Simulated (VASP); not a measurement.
# Al2O3 (P-3m1) in VASP: further runs

Aim: see how the results for Al2O3 move with the level of theory and the settings. Levels: PBEsol, BLYP, LDA. Tasks: single point.

Everything below comes from runs of VASP 6.6.1. Logs are shortened: lines on timing, memory, paths and dates and some standing lists are left out, and cuts for length are marked.

## (1) The cell of the first run

The structure is trigonal, space group P-3m1 (No. 164). Conventional cell: a = 3.017 Å, b = 3.017 Å, c = 7.575 Å, α = 90.00°, β = 90.00°, γ = 120.00°. Within 2.2 Å of Al (site symmetry 3m) lie 4 O at 1.68 to 1.84 Å. Within 2.4 Å of O (site symmetry 3m) lie 3 Al at 1.84 Å. Within 2.2 Å of O (site symmetry -3m) lie 2 Al at 1.68 Å.

## (2) Single point, PBEsol

File INCAR:

```
SYSTEM = Al2O3
PREC = Accurate
ENCUT = 520
EDIFF = 1E-7
ISMEAR = 0
SIGMA = 0.01
LREAL = .False.
LASPH = .True.
NELM = 80
ALGO = Normal
ISIF = 2
LWAVE = .False.
LCHARG = .True.
GGA = PS
LELF = .True.
LVHAR = .True.
NBANDS = 20
```

File KPOINTS:

```
regular mesh
0
Gamma
  12 12 4
  0 0 0
```

File POSCAR:

```
Al2O3
1.0
    3.0174800000      0.0000000000      0.0000000000
   -1.5087400000      2.6132200000      0.0000000000
    0.0000000000      0.0000000000      7.5746400000
Al O
2 3
Direct
    0.0000000000      0.0000000000      0.2779500000
    0.0000000000      0.0000000000      0.7220500000
    0.3333333333      0.6666666667      0.1994500000
    0.6666666667      0.3333333333      0.8005500000
    0.0000000000      0.0000000000      0.5000000000
```

Potentials or basis: VASP PAW PBE potentials, release 64 (Al, O).

Started as:

```console
$ cat potpaw_PBE.64/Al/POTCAR potpaw_PBE.64/O/POTCAR > POTCAR
$ mpirun -np 1 vasp_std > vasp.out
```

OUTCAR:

```text
SYSTEM = Al2O3
   PREC = Accurate
   ENCUT = 520
   EDIFF = 1E-7
   ISMEAR = 0
   LREAL = .False.
   LASPH = .True.
   NELM = 80
   ISIF = 2
   GGA = PS

 ion  position               nearest neighbor table
   1  0.000  0.000  0.278-   5 1.68   3 1.84   3 1.84   3 1.84   2 3.36
   2  0.000  0.000  0.722-   5 1.68   4 1.84   4 1.84   4 1.84   1 3.36
   3  0.333  0.667  0.199-   1 1.84   1 1.84   1 1.84
   4  0.667  0.333  0.801-   2 1.84   2 1.84   2 1.84
   5  0.000  0.000  0.500-   1 1.68   2 1.68

  LATTYP: Found a hexagonal cell.
 ALAT       =     3.0174800000
 C/A-ratio  =     2.5102535891

  Lattice vectors:

 A1 = (   3.0174800000,   0.0000000000,   0.0000000000)
 A2 = (  -1.5087400000,   2.6132200000,   0.0000000000)
 A3 = (   0.0000000000,   0.0000000000,   7.5746400000)

Analysis of symmetry for initial positions (statically):
=====================================================================
 Subroutine PRICEL returns:
 Original cell was already a primitive cell.

 Routine SETGRP: Setting up the symmetry group for a
 hexagonal supercell.

 Subroutine GETGRP returns: Found 12 space group operations
 (whereof 12 operations were pure point group operations)
 out of a pool of 24 trial point group operations.

The static configuration has the point symmetry D_3d.

Analysis of symmetry for dynamics (positions and initial velocities):
=====================================================================
 Subroutine PRICEL returns:
 Original cell was already a primitive cell.

 Routine SETGRP: Setting up the symmetry group for a
 hexagonal supercell.

 Subroutine GETGRP returns: Found 12 space group operations
 (whereof 12 operations were pure point group operations)
 out of a pool of 24 trial point group operations.

The dynamic configuration has the point symmetry D_3d.

 Subroutine INISYM returns: Found 12 space group operations
 (whereof 12 operations are pure point group operations),
 and found     1 'primitive' translations

----------------------------------------------------------------------------------------

                                     Primitive cell

  volume of cell :      59.7286

  direct lattice vectors                    reciprocal lattice vectors
     3.017480000  0.000000000  0.000000000     0.331402362  0.191334828  0.000000000
    -1.508740000  2.613220000  0.000000000     0.000000000  0.382669657  0.000000000
     0.000000000  0.000000000  7.574640000     0.000000000  0.000000000  0.132019476

  length of vectors
     3.017480000  3.017484906  7.574640000     0.382670279  0.382669657  0.132019476

  position of ions in fractional coordinates (direct lattice)
     0.000000000  0.000000000  0.277950000
     0.000000000  0.000000000  0.722050000
     0.333333333  0.666666667  0.199450000
     0.666666667  0.333333333  0.800550000
     0.000000000  0.000000000  0.500000000

  ion indices of the primitive-cell ions
   primitive index   ion index
                 1           1
                 2           2
                 3           3
                 4           4
                 5           5

----------------------------------------------------------------------------------------

 KPOINTS: regular mesh

Automatic generation of k-mesh.
 Grid dimensions read from file:
 generate k-points for:   12   12    4

 Generating k-lattice:

  Cartesian coordinates                     Fractional coordinates (reciprocal lattice)
     0.027616864  0.015944569  0.000000000     0.083333333  0.000000000  0.000000000
     0.000000000  0.031889138  0.000000000     0.000000000  0.083333333  0.000000000
     0.000000000  0.000000000  0.033004869     0.000000000  0.000000000  0.250000000

  Length of vectors
     0.031889190  0.031889138  0.033004869

  Shift w.r.t. Gamma in fractional coordinates (k-lattice)
     0.000000000  0.000000000  0.000000000

 Subroutine IBZKPT returns following result:
 ===========================================

 Found     69 irreducible k-points:

 Following reciprocal coordinates:
            Coordinates               Weight
  0.000000  0.000000  0.000000      1.000000
  0.083333  0.000000  0.000000      6.000000
  0.166667  0.000000  0.000000      6.000000
  0.250000  0.000000  0.000000      6.000000
  0.333333  0.000000  0.000000      6.000000
  0.416667  0.000000  0.000000      6.000000
[... 16 lines left out ...]
  0.166667  0.000000  0.250000      6.000000
  0.000000  0.166667  0.250000      6.000000
 [... further k-points ...]
   k-points           NKPTS =     69   k-points in BZ     NKDIM =     69   number of bands    NBANDS=     20
   number of dos      NEDOS =    301   number of ions     NIONS =      5
   total plane-waves  NPLWV =  32256
   dimension x,y,z NGX =    24 NGY =   24 NGZ =   56
   dimension x,y,z NGXF=    48 NGYF=   48 NGZF=  112
   ions per type =               2   3
   NGX,Y,Z   is equivalent  to a cutoff of  13.22, 13.22, 12.29 a.u.
   NGXF,Y,Z  is equivalent  to a cutoff of  26.45, 26.45, 24.58 a.u.
 SYSTEM =  Al2O3
   PREC   = accura    normal or accurate (medium, high low for compatibility)
   ISTART =      0    job   : 0-new  1-cont  2-samecut
   ICHARG =      2    charge: 1-file 2-atom 10-const
   ISPIN  =      1    spin polarized calculation?
   LNONCOLLINEAR =      F non collinear calculations
   LSORBIT =      F    spin-orbit coupling
   LASPH  =      T    aspherical Exc in radial PAW
   ENCUT  =  520.0 eV  38.22 Ry    6.18 a.u.   5.61  5.61 14.08*2*pi/ulx,y,z
   NELM   =     80;   NELMIN=  2; NELMDL= -5     # of ELM steps
   EDIFF  = 0.1E-06   stopping-criterion for ELM
   LREAL  =      F    real-space projection
   EDIFFG = 0.1E-05   stopping-criterion for IOM
   NSW    =      0    number of steps for IOM
   IBRION =     -1    ionic relax: 0-MD 1-quasi-New 2-CG
   NFREE  =      0    steps in history (QN), initial steepest desc. (CG)
   ISIF   =      2    stress and relaxation
   ISYM   =      2    0-nonsym 1-usesym 2-fastsym
   POTIM  = 0.5000    time-step for ionic-motion
   TEBEG  =    0.0;   TEEND  =   0.0 temperature during run
   PSTRESS=    0.0 pullay stress
   NELECT =      24.0000    total number of electrons
   NUPDOWN=      -1.0000    fix difference up-down
   EMIN   =  10.00;   EMAX   =-10.00  energy-range for DOS
   EFERMI =   0.00;   METHOD = LEGACY
   ISMEAR =     0;   SIGMA  =   0.01  broadening in eV -4-tet -1-fermi 0-gaus
   EFERMI_NEDOS =   21; number of points for ismear=-14 and -15
   IALGO  =     38    algorithm
   IMIX   =      4    mixing-type and parameters
     AMIX     =   0.40;   BMIX     =  1.00
     AMIX_MAG =   1.60;   BMIX_MAG =  1.00
  volume/ion in A,a.u.               =      11.95        80.61
  Fermi-wavevector in a.u.,A,eV,Ry     =   1.208049  2.282881 19.856094  1.459382
  Thomas-Fermi vector in A             =   2.343668
   LORBIT       =      0    0 simple, 1 ext, 2 COOP (PROOUT), +10 PAW based schemes
   GGA     = PS    functional components
   LHFCALC =     F    Hartree Fock is set to
   AEXX    =    0.0000 exact exchange contribution
   IVDW    =     0    specifies the selected vdW correction
   LEPSILON=     F    determine dielectric tensor
   LRPA    =     F    only Hartree local field effects (RPA)
 non-spin polarized calculation
 Gauss-broadening in eV      SIGMA  =   0.01
  energy-cutoff  :      520.00
  volume of cell :       59.73
 maximum number of plane-waves:      1632
 NGX is ok and might be reduce to    24
   NGX = 11   NGY = 11   NGZ = 29

 number of electron      24.0000012 magnetization

 Free energy of the ion-electron system (eV)
  ---------------------------------------------------
  ext. energy  EPLUGINS =         0.00000000
  ---------------------------------------------------
  free energy    TOTEN  =       -37.72806033 eV

  energy without entropy =      -37.72806033  energy(sigma->0) =      -37.72806033

 E-fermi :   3.8022     XC(G=0):  -9.9413

 val. band max:        3.7448610883   @ k =   0.0000   0.0000   0.0000
 cond. band min:       5.9389450108   @ k =   0.0000   0.0000   0.0000
 fundamental gap:      2.1940839225
 Fermi energy:         3.8022341786

 k-point     1 :       0.0000    0.0000    0.0000
  band No.  band energies     occupation
      1     -15.8024      2.00000
      2     -15.6057      2.00000
      3     -13.0412      2.00000
      4      -2.1389      2.00000
      5      -0.7758      2.00000
      6       0.0129      2.00000
[... 12 lines left out ...]
     19      15.6969      0.00000
     20      16.0593      0.00000

 k-point     2 :       0.0833    0.0000    0.0000
  band No.  band energies     occupation
      1     -15.7477      2.00000
      2     -15.5572      2.00000
      3     -13.0123      2.00000
      4      -2.1144      2.00000
      5      -0.7468      2.00000
      6      -0.2665      2.00000
[... 12 lines left out ...]
     19      15.7382      0.00000
     20      15.8592      0.00000

 k-point     3 :       0.1667    0.0000    0.0000
  band No.  band energies     occupation
      1     -15.5931      2.00000
      2     -15.4217      2.00000
      3     -12.9328      2.00000
      4      -2.1252      2.00000
      5      -1.0505      2.00000
      6      -0.7111      2.00000
[... 12 lines left out ...]
     19      15.6520      0.00000
     20      16.2604      0.00000

 k-point     4 :       0.2500    0.0000    0.0000
  band No.  band energies     occupation
      1     -15.3684      2.00000
      2     -15.2286      2.00000
      3     -12.8234      2.00000
      4      -2.4341      2.00000
      5      -1.8735      2.00000
      6      -0.9080      2.00000
[... 429 lines left out ...]
 k-point    23 :       0.1667    0.0000    0.2500
  band No.  band energies     occupation
      1     -15.5702      2.00000
      2     -15.4473      2.00000
      3     -12.9290      2.00000
      4      -2.1569      2.00000
      5      -1.0470      2.00000
      6      -0.8787      2.00000
[... 12 lines left out ...]
     19      16.0019      0.00000
     20      16.2052      0.00000

 k-point    24 :       0.0000    0.1667    0.2500
  band No.  band energies     occupation
      1     -15.5690      2.00000
      2     -15.4488      2.00000
      3     -12.9287      2.00000
      4      -2.1703      2.00000
      5      -1.0454      2.00000
      6      -0.9095      2.00000
[... 12 lines left out ...]
     19      16.2279      0.00000
     20      16.2648      0.00000

 [... further k-points ...]
[... 5 lines left out ...]
  --------------------------------------------------------------------------------------
  -------------------------------------------------------------------------------------
  Total       -1.4695805     -1.4695869     -0.9808865      0.0000000      0.0000000     -0.0000000
  in kB      -39.4204522    -39.4206231    -26.3115824      0.0000000      0.0000000     -0.0000000
  external PRESSURE =     -35.0508859 kB  Pullay stress =       0.0000000 kB

 VOLUME and BASIS-vectors are now :
 -----------------------------------------------------------------------------
  energy-cutoff  :      520.00
  volume of cell :       59.73
      direct lattice vectors                 reciprocal lattice vectors
     3.017480000  0.000000000  0.000000000     0.331402362  0.191334828  0.000000000
    -1.508740000  2.613220000  0.000000000     0.000000000  0.382669657  0.000000000
     0.000000000  0.000000000  7.574640000     0.000000000  0.000000000  0.132019476

 POSITION                                       TOTAL-FORCE (eV/Angst)
 -----------------------------------------------------------------------------------
      0.00000      0.00000      2.10537         0.000000     -0.000000      0.091769
      0.00000      0.00000      5.46927         0.000000      0.000000     -0.091769
     -0.00000      1.74215      1.51076        -0.000000     -0.000000      0.188349
      1.50874      0.87107      6.06388        -0.000000      0.000000     -0.188349
      0.00000      0.00000      3.78732         0.000000      0.000000      0.000000
 -----------------------------------------------------------------------------------
    total drift:                                0.000000     -0.000000      0.000000

  FREE ENERGIE OF THE ION-ELECTRON SYSTEM (eV)
  ---------------------------------------------------
  free  energy   TOTEN  =       -37.7280603272 eV

  energy  without entropy=      -37.7280603272  energy(sigma->0) =      -37.72806033
```

Wall time 32 s (1 thread of Intel Xeon 6975P-C (Granite Rapids), shared host); peak memory 0.2 GiB.

Results:

```
Free energy            : -37.7281 eV
Pressure               : -3.5 GPa
Largest force          : 0.188 eV/Å
Band gap on the k mesh : 2.19 eV, direct
```

Forces on the atoms (eV/Å):
```
Al   0.000  0.000  0.092
Al   0.000  0.000 -0.092
O    0.000  0.000  0.188
O    0.000  0.000 -0.188
O    0.000  0.000  0.000
```

Stress tensor (GPa, compression positive):
```
-3.94  0.00  0.00
 0.00 -3.94  0.00
 0.00  0.00 -2.63
```

Levels at points of the mesh, in eV from the valence-band top:
| k point | band 8 | band 9 | band 10 | band 11 | band 12 | band 13 | band 14 | band 15 | band 16 | band 17 |
| --- | --- | --- | --- | --- | --- | --- | --- | --- | --- | --- |
| (0.00, 0.00, 0.00) | -3.72 | -3.72 | -2.34 | 0.00 | 0.00 | 2.19 | 4.19 | 7.22 | 10.39 | 10.46 |
| (0.50, 0.00, 0.00) | -4.30 | -3.56 | -3.12 | -1.78 | -0.49 | 4.45 | 6.08 | 8.06 | 8.83 | 9.54 |
| (0.00, 0.00, 0.50) | -3.71 | -3.67 | -3.12 | 0.00 | 0.00 | 3.15 | 3.23 | 7.98 | 8.63 | 11.84 |
| (0.50, 0.00, 0.50) | -4.35 | -3.45 | -3.34 | -1.71 | -0.49 | 4.90 | 5.47 | 8.00 | 8.52 | 10.27 |

Caveat: the PAW data sets were made with another functional, which shifts forces and pressure a little.

## (3) Single point, BLYP

File INCAR:

```
SYSTEM = Al2O3
  PREC = Accurate
  ENCUT = 520
  EDIFF = 1E-7
  ISMEAR = 0
  SIGMA = 0.01
  LREAL = .False.
  LASPH = .True.
  NELM = 100
  ALGO = Normal
  ISIF = 2
  LWAVE = .False.
  LCHARG = .True.
  GGA = B5
  ALDAX = 1.0
  AGGAX = 1.0
  AGGAC = 1.0
  ALDAC = 0.0
  LELF = .True.
  LVHAR = .True.
  NBANDS = 20
```

KPOINTS is that of step 2.

POSCAR is that of step 2.

Potentials or basis: VASP PAW PBE potentials, release 64 (Al, O).

Started as:

```console
$ cat potpaw_PBE.64/Al/POTCAR potpaw_PBE.64/O/POTCAR > POTCAR
$ mpirun -np 1 vasp_std > vasp.out
```

Wall time 47 s (1 thread of Intel Xeon 6975P-C (Granite Rapids), shared host); peak memory 0.2 GiB.

Results (log left out):

```
Free energy            : -34.8262 eV
Pressure               : 2.0 GPa
Largest force          : 0.141 eV/Å
Band gap on the k mesh : 2.46 eV, direct
```

Forces in eV/Å, atoms in the order of the input:
```
Al   0.000  0.000 -0.068
Al   0.000  0.000  0.068
O    0.000  0.000  0.141
O    0.000  0.000 -0.141
O    0.000  0.000  0.000
```

Stress tensor (GPa, compression positive):
```
2.33 0.00 0.00
0.00 2.33 0.00
0.00 0.00 1.33
```

Levels at points of the mesh, in eV from the valence-band top:
| k point | band 10 | band 11 | band 12 | band 13 | band 14 | band 15 |
| --- | --- | --- | --- | --- | --- | --- |
| (0.00, 0.00, 0.00) | -2.35 | 0.00 | 0.00 | 2.46 | 4.42 | 7.54 |
| (0.50, 0.00, 0.00) | -3.10 | -1.75 | -0.48 | 4.83 | 6.38 | 8.28 |
| (0.00, 0.00, 0.50) | -3.11 | 0.00 | 0.00 | 3.38 | 3.48 | 8.30 |
| (0.50, 0.00, 0.50) | -3.32 | -1.68 | -0.47 | 5.28 | 5.78 | 8.19 |

Caveat: the PAW data sets were made with another functional, which shifts forces and pressure a little.

## (4) Single point, LDA

File INCAR:

```
PREC = Accurate ; ENCUT = 520
EDIFF = 1E-6 ; ISMEAR = 0
SIGMA = 0.01 ; LREAL = F
LASPH = T ; NELM = 80
ALGO = Normal ; ISIF = 2
LWAVE = F ; LCHARG = F
GGA = CA ; NBANDS = 20
```

File KPOINTS:

```
Automatic mesh
0
Gamma
  12 12 4
```

POSCAR is that of step 3.

Potentials or basis: VASP PAW LDA potentials, release 64 (Al, O).

Started as:

```console
$ cat potpaw_LDA.64/Al/POTCAR potpaw_LDA.64/O/POTCAR > POTCAR
$ mpirun -np 1 vasp_std > vasp.out
```

Run time: 32 s. Hardware: 1 thread of Intel Xeon 6975P-C (Granite Rapids), shared host; peak memory 0.19 GiB.

Results (log left out):

```yaml
Free_energy: -39.6852 eV
Pressure: -7.6 GPa
Largest_force: 0.430 eV/Å
Band_gap_on_the_k_mesh: 2.19 eV, direct
```

Forces on the atoms (eV/Å):
```
Al   0.000  0.000  0.113
Al   0.000  0.000 -0.113
O    0.000  0.000  0.430
O    0.000  0.000 -0.430
O    0.000  0.000  0.000
```

Stress tensor (GPa, compression positive):
```
-7.81  0.00  0.00
 0.00 -7.81  0.00
 0.00  0.00 -7.10
```

Levels at points of the mesh, in eV from the valence-band top:
```tsv
k point	band 10	band 11	band 12	band 13	band 14	band 15
(0.00, 0.00, 0.00)	-2.33	0.00	0.00	2.19	4.18	7.17
(0.50, 0.00, 0.00)	-3.08	-1.77	-0.49	4.41	6.03	7.96
(0.00, 0.00, 0.50)	-3.14	0.00	0.00	3.13	3.24	7.93
(0.50, 0.00, 0.50)	-3.32	-1.70	-0.49	4.87	5.41	7.91
```

A k mesh can miss the band edges.

## (5) Overview

```tsv
level	potentials or basis	gap on the mesh (eV)	pressure (GPa)	largest force (eV/Å)
PBEsol	VASP PAW PBE potentials, release 64 (Al, O)	2.19	-3.5	0.19
BLYP	VASP PAW PBE potentials, release 64 (Al, O)	2.46	2.0	0.14
LDA	VASP PAW LDA potentials, release 64 (Al, O)	2.19	-7.6	0.43
```

Alike in all rows: task single point; no spin polarisation; cell as given; k mesh 12 × 12 × 4; cutoff (eV) 520; smearing gaussian 0.01 eV.

Caveats: the PAW data sets were made with another functional, which shifts forces and pressure a little (some runs).

Absolute energies hang on the potentials; compare differences alone.
